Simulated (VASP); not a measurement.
Input of a VASP 6.6.1 run:

The input INCAR:

```
SYSTEM = AlN
PREC = Accurate
ENCUT = 520
EDIFF = 1E-6
ISMEAR = -1
SIGMA = 0.05
LREAL = .False.
LASPH = .True.
NELM = 100
ALGO = Normal
ISIF = 2
LWAVE = .False.
LCHARG = .False.
GGA = PS
NBANDS = 11
```

Contents of KPOINTS:

```
Automatic mesh
0
Gamma
  11 11 11
  0 0 0
```

File POSCAR:

```
AlN
1.0
    0.0000000000      2.0345180000      2.0345180000
    2.0345180000      0.0000000000      2.0345180000
    2.0345180000      2.0345180000      0.0000000000
Al N
1 1
Direct
    0.5000000000      0.5000000000      0.5000000000
    0.0000000000      0.0000000000      0.0000000000
```

Potentials or basis: VASP PAW PBE potentials, release 64 (Al, N).

The run is started by

```console
$ cat potpaw_PBE.64/Al/POTCAR potpaw_PBE.64/N/POTCAR > POTCAR
$ mpirun -np 1 vasp_std > vasp.out
```

**Question.** What does it give for the pressure?

**Answer.** -4.6 GPa.

**Question.** What does it give for the band gap on the k mesh?

**Answer.** 4.50 eV, indirect (least direct gap 5.40 eV).

Caveat: the PAW data sets were made with another functional, which shifts forces and pressure a little. A k mesh can miss the band edges.
